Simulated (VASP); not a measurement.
Here is a VASP 6.6.1 calculation.

Contents of INCAR:

```
SYSTEM = Ti12H
PREC = Accurate
ENCUT = 520
EDIFF = 1E-6
ISMEAR = 0
SIGMA = 0.05
LREAL = .False.
LASPH = .True.
NELM = 80
ALGO = Normal
ISIF = 2
LWAVE = .False.
LCHARG = .False.
GGA = PS
NBANDS = 84
```

File KPOINTS:

```
regular mesh
0
Gamma
  3 2 4
  0 0 0
```

POSCAR

```
Ti12H
1.0
    5.9000000000      0.0000000000      0.0000000000
   -4.4250000000      7.6643250000      0.0000000000
    0.0000000000      0.0000000000      4.6846000000
Ti H
12 1
Direct
   -0.0002523636     -0.0015222476      0.0035322119
    0.1644300116      0.2177478121      0.5057648465
   -0.0071059828      0.3300469382      0.0028747385
    0.1609588701      0.5573413184      0.4986869743
    0.0036265838      0.6697321682     -0.0002728088
    0.1661792651      0.8881323535      0.4950347949
    0.5019510927     -0.0003804640      0.0037518678
    0.6642526456      0.2180304202      0.4982809632
    0.5065914985      0.3304655009     -0.0013347991
    0.6748330049      0.5576616336      0.4958805448
    0.5038944834      0.6703876728     -0.0060143876
    0.6681157997      0.8892179024      0.4958438287
    0.3347593227      0.4435254246      0.7490609657
```

Potentials or basis: VASP PAW PBE potentials, release 64 (Ti_sv, H).

Launch:

```console
$ cat potpaw_PBE.64/Ti_sv/POTCAR potpaw_PBE.64/H/POTCAR > POTCAR
$ mpirun -np 1 vasp_std > vasp.out
```

Q: Predict the band gap on the k mesh.

A: Zero (an odd number of electrons rules out a gap without spin polarisation).

Q: Estimate the pressure.

A: -5.2 GPa.

Q: Predict the largest force.

A: 0.028 eV/Å.

Forces in eV/Å, atoms in the order of the input:
```
Ti   0.005  0.005  0.015
Ti  -0.005 -0.009 -0.003
Ti  -0.008 -0.002  0.008
Ti  -0.006  0.003  0.003
Ti  -0.003  0.007  0.005
Ti  -0.002  0.005 -0.006
Ti  -0.004 -0.004  0.005
Ti   0.004 -0.009  0.000
Ti   0.019 -0.005  0.020
Ti   0.014  0.008 -0.021
Ti   0.001 -0.010 -0.016
Ti  -0.001  0.000 -0.014
H   -0.015  0.010  0.005
```

Caveat: the k points lie up to 0.41 Å⁻¹ apart, too coarse for converged energies and pressures of a metal; the PAW data sets were made with another functional, which shifts forces and pressure a little.
